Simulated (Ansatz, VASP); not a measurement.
One calculation of KF, two programs

Contents of INCAR:

```
SYSTEM = KF
PREC = Accurate ; ENCUT = 520
EDIFF = 1E-6 ; ISMEAR = 0
SIGMA = 0.05 ; LREAL = .FALSE.
LASPH = .TRUE. ; NELM = 100
ALGO = Normal ; ISIF = 2
LWAVE = .FALSE. ; LCHARG = .FALSE.
NBANDS = 15
```

The input KPOINTS:

```
regular mesh
0
G
  8 8 8
  0 0 0
```

File POSCAR:

```
KF
1.0
   -0.1061983116      2.4589782970      2.4589782970
    2.4589782970     -0.1061983116      2.4589782970
    2.4589782970      2.4589782970     -0.1061983116
K F
1 1
Direct
    0.0000000000      0.0000000000      0.0000000000
    0.5000000000      0.5000000000      0.5000000000
```

Input for Ansatz:

```yaml
crystal:
  lattice:
    - [-0.1061983116, 2.458978297, 2.458978297]
    - [2.458978297, -0.1061983116, 2.458978297]
    - [2.458978297, 2.458978297, -0.1061983116]
  atoms:
    - { symbol: K, position: [0.0, 0.0, 0.0] }
    - { symbol: F, position: [0.5, 0.5, 0.5] }
basis:
  ecutwfc: 520.0
kpoints:
  mp_grid: { grid: [8, 8, 8] }
hamiltonian:
  xc: lda
scf:
  occupations: { method: gaussian, width: 0.05 }
output:
  forces: true
  stress: true
  eigenvalues: true
```

Alike in both runs: task single point; functional LDA; k mesh 8 × 8 × 8; occupations gaussian, width 0.05 eV; no spin polarisation.

|  | VASP | Ansatz |
| --- | --- | --- |
| version | VASP 6.6.1 | Ansatz 0.2.0 |
| potentials or method | VASP PAW LDA potentials, release 64 (K_sv, F), cutoff 520 eV | scalar-relativistic, plane waves, PAW |
| valence electrons in the cell | 16 | 16 |

```csv
,VASP,Ansatz,Ansatz less VASP
gap on the k mesh at the Fermi level (eV),6.80,6.82,+0.020
least direct gap on the mesh (eV),6.80,6.83,+0.022
pressure (GPa),4.7,4.3,-0.41
"traceless stress, the component that is largest in VASP (GPa)",0.35,0.37,+0.020
```

LDA's correlation is that of Perdew and Zunger in VASP and of Perdew and Wang (1992) in Ansatz.
